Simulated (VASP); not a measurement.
Input of a VASP 6.6.1 run:

File INCAR:

```
ALGO = Normal
EDIFF = 1E-6
ENCUT = 500
GGA_COMPAT = F
ISIF = 2
ISMEAR = 0
LASPH = T
LCHARG = F
LREAL = F
LWAVE = F
NBANDS = 21
NELM = 120
PREC = Accurate
SIGMA = 0.15
```

KPOINTS

```
k-points
0
Gamma
  16 16 12
```

Contents of POSCAR:

```
W
1.0
    0.0000000000     -1.9864787844     -1.9864787844
    0.0000000000      1.9864787844     -1.9864787844
    3.9729575688      0.0000000000      0.0000000000
W
2
Direct
    0.5000000000      0.5000000000      0.4965768575
    0.0000000000      0.0000000000      0.0034231425
```

Potentials or basis: VASP PAW LDA potentials, release 64 (W_sv).

Launch:

```console
$ cat potpaw_LDA.64/W_sv/POTCAR > POTCAR
$ mpirun -np 1 vasp_std > vasp.out
```

(1) What does it give for the pressure?

(2) What does it give for the band gap on the k mesh?

(3) Predict the largest force.

## Answers

(1) 1.8 GPa.

(2) zero (bands 14 and 15 overlap by 3.90 eV).

(3) 0.450 eV/Å.

Caveat: the cell differs from its parent crystal (atoms displaced along a vibrational mode); spin-orbit coupling is left out, which moves the levels of the heavy elements.
